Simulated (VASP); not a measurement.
## CaS: single point with PBE

Crystal: CaS.

```
Ca S
1.0
     0.02843    2.84300    2.84300
     2.84300    0.02843    2.84300
     2.87143    2.87143    0.00000
Ca S
1 1
Direct
  0.00000 0.00000 0.00000
  0.50000 0.50000 0.50000
```

This cell differs from its parent crystal: xy shear strain of +2 %.

- Program: VASP 6.6.1
- Task: single point
- Functional: PBE
- Potentials or basis: VASP PAW PBE potentials, release 64 (Ca_sv, S)
- Cutoff: 500 eV
- k mesh: 7 × 7 × 7
- Occupations: fermi-dirac, width 0.01 eV
- Spin: no spin polarisation
- Dipole correction: no
- Further INCAR settings: ALGO = Normal; EDIFF = 1e-06; NBANDS = 15

```json
{
 "Pressure": "1.0 GPa",
 "Band gap on the k mesh": "2.36 eV (least direct gap 3.13 eV)"
}
```

Stress tensor (GPa, compression positive):
```
 0.96 -0.67  0.00
-0.67  0.96  0.00
 0.00  0.00  0.94
```

Levels at points of the mesh, in eV from the valence-band top:
```
           k point  band 5  band 6  band 7  band 8  band 9  band 10  band 11  band 12
(0.00, 0.00, 0.00)  -11.39   -0.10   -0.05    0.00    4.03     4.03     4.19     4.20
```

Run time: 56 s on 1 thread of Intel(R) Xeon(R) Platinum 8259CL CPU @ 2.50GHz (Skylake/Cascade Lake), on a shared host, peak memory 0.19 GiB.

Caveat: the cell differs from its parent crystal (xy shear strain of +2 %); an odd mesh through Γ misses points on the zone boundary, where band edges can lie.
